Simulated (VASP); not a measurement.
Crystal: SiC.

```
Si C
1.0
     4.36402    0.00000    0.00000
     0.00000    4.36402    0.00000
     0.00000    0.00000    4.34596
Si C
4 4
Cartesian
  3.1835 3.5154 3.5377
  3.5154 1.1806 0.8083
  0.8486 3.1835 0.8083
  1.1806 0.8486 3.5377
  0.0000 2.1820 2.0718
  0.0000 0.0000 0.0000
  2.1820 2.1820 0.0000
  2.1820 0.0000 2.2742
```

| Item | Value |
| --- | --- |
| Program | VASP 6.6.1 |
| Task | relaxation of cell and atoms |
| Functional | PBE |
| Potentials or basis | VASP PAW PBE potentials, release 64 (Si, C) |
| Cutoff | 600 eV |
| k mesh | 4 × 4 × 4 |
| Occupations | gaussian, width 0.1 eV |
| Spin | no spin polarisation |

At the start: pressure 23.8 GPa; volume 10.35 Å³/atom.

Where does the relaxation end?

Over 12 steps the energy falls by 983.4 meV/atom and the volume is 10.48 Å³/atom (+1.3 %); space group P-4 (No. 81, to 0.1 Å) before, F-43m (No. 216, to 0.1 Å).

The path:
```csv
step,energy change (eV),largest force (eV/Å),pressure (GPa),volume (Å³)
1,0.0000,9.6740,23.76,82.77
2,-2.7629,5.0051,-21.56,102.42
3,-5.4209,3.8263,-11.66,93.07
4,-7.3541,2.5225,-6.11,86.79
5,-7.3664,2.3653,-6.97,87.20
6,-7.6915,1.2451,7.51,81.29
7,-7.7989,0.7475,1.91,83.18
8,-7.8489,0.3274,-0.67,84.20
9,-7.8493,0.3706,-0.90,84.30
10,-7.8658,0.1169,-0.22,84.03
11,-7.8659,0.1179,-0.18,84.01
12,-7.8673,0.0395,0.19,83.87
```

Final structure:
```
Si C
1.0
     4.37526    0.00000    0.00000
     0.00000    4.37526    0.00000
     0.00000    0.00000    4.38124
Si C
4 4
Direct
  0.75001 0.75015 0.75000
  0.75015 0.24999 0.25000
  0.24985 0.75001 0.25000
  0.24999 0.24985 0.75000
  0.00000 0.50000 0.50048
  0.00000 0.00000 0.00000
  0.50000 0.50000 0.00000
  0.50000 0.00000 0.49952
```
